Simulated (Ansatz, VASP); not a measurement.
**SnO2: VASP beside Ansatz**

Contents of INCAR:

```
SYSTEM = SnO2
ALGO = Normal
EDIFF = 1E-7
ENCUT = 520
GGA = CA
ISIF = 2
ISMEAR = -1
LASPH = .TRUE.
LCHARG = .TRUE.
LELF = .TRUE.
LREAL = .FALSE.
LVHAR = .TRUE.
LWAVE = .FALSE.
NBANDS = 64
NELM = 60
PREC = Accurate
SIGMA = 0.05
```

KPOINTS

```
k-points
0
G
  5 5 5
  0 0 0
```

POSCAR

```
SnO2
1.0
    5.1752560000      0.0000000000      0.0000000000
    0.0000000000      5.1752560000      0.0000000000
    0.0000000000      0.0000000000      5.1752560000
Sn O
4 8
Direct
    0.0000000000      0.0000000000      0.0000000000
    0.5000000000      0.0000000000      0.5000000000
    0.5000000000      0.5000000000      0.0000000000
    0.0000000000      0.5000000000      0.5000000000
    0.6610980000      0.8389020000      0.1610980000
    0.8389020000      0.1610980000      0.6610980000
    0.1610980000      0.6610980000      0.8389020000
    0.3389020000      0.3389020000      0.3389020000
    0.6610980000      0.6610980000      0.6610980000
    0.8389020000      0.3389020000      0.1610980000
    0.1610980000      0.8389020000      0.3389020000
    0.3389020000      0.1610980000      0.8389020000
```

The input input.yaml:

```yaml
crystal:
  lattice:
    - [5.175256, 0.0, 0.0]
    - [0.0, 5.175256, 0.0]
    - [0.0, 0.0, 5.175256]
  atoms:
    - { symbol: Sn, position: [0.0, 0.0, 0.0] }
    - { symbol: Sn, position: [0.5, 0.0, 0.5] }
    - { symbol: Sn, position: [0.5, 0.5, 0.0] }
    - { symbol: Sn, position: [0.0, 0.5, 0.5] }
    - { symbol: O, position: [0.661098, 0.838902, 0.161098] }
    - { symbol: O, position: [0.838902, 0.161098, 0.661098] }
    - { symbol: O, position: [0.161098, 0.661098, 0.838902] }
    - { symbol: O, position: [0.338902, 0.338902, 0.338902] }
    - { symbol: O, position: [0.661098, 0.661098, 0.661098] }
    - { symbol: O, position: [0.838902, 0.338902, 0.161098] }
    - { symbol: O, position: [0.161098, 0.838902, 0.338902] }
    - { symbol: O, position: [0.338902, 0.161098, 0.838902] }
hamiltonian:
  xc: lda
  pseudopotentials: { kind: paw }
kpoints:
  mp_grid: { grid: [5, 5, 5] }
  band_path:
    path:
      - [[0.0, 0.0, 0.0], [0.0, 0.5, 0.0], [0.5, 0.5, 0.0], [0.0, 0.0, 0.0], [0.5, 0.5, 0.5], [0.0, 0.5, 0.0]]
      - [[0.5, 0.5, 0.0], [0.5, 0.5, 0.5]]
    npoints: 10
scf:
  occupations: { method: fermi_dirac, width: 0.05 }
  n_extra_bands: 30
output:
  forces: true
  stress: true
  eigenvalues: true
  fatbands: true
```

Alike in both runs: functional LDA; k mesh 5 × 5 × 5; occupations fermi-dirac, width 0.05 eV; no spin polarisation.

|  | VASP | Ansatz |
| --- | --- | --- |
| version | VASP 6.6.1 | Ansatz 0.2.0 |
| potentials or method | VASP PAW LDA potentials, release 64 (Sn_d, O) | Ansatz PAW |
| plane-wave cutoff (eV) | 520 | 420 |
| valence electrons in the cell | 104 | 104 |
| task | single point | band structure |

```tsv
	VASP	Ansatz	Ansatz less VASP
gap on the k mesh at the Fermi level (eV)	0.50	0.47	-0.028
least direct gap on the mesh (eV)	0.56	0.53	-0.029
pressure (GPa)	-11.7	-12.5	-0.80
rms of the force components (eV/Å)	0.019	0.019	+0.0005
```

LDA's correlation is that of Perdew and Zunger in VASP and of Perdew and Wang (1992) in Ansatz. Atom by atom the forces differ by 0.000 eV/Å (rms over components).

Noted on Ansatz's run: Pulay correction over one GPa.
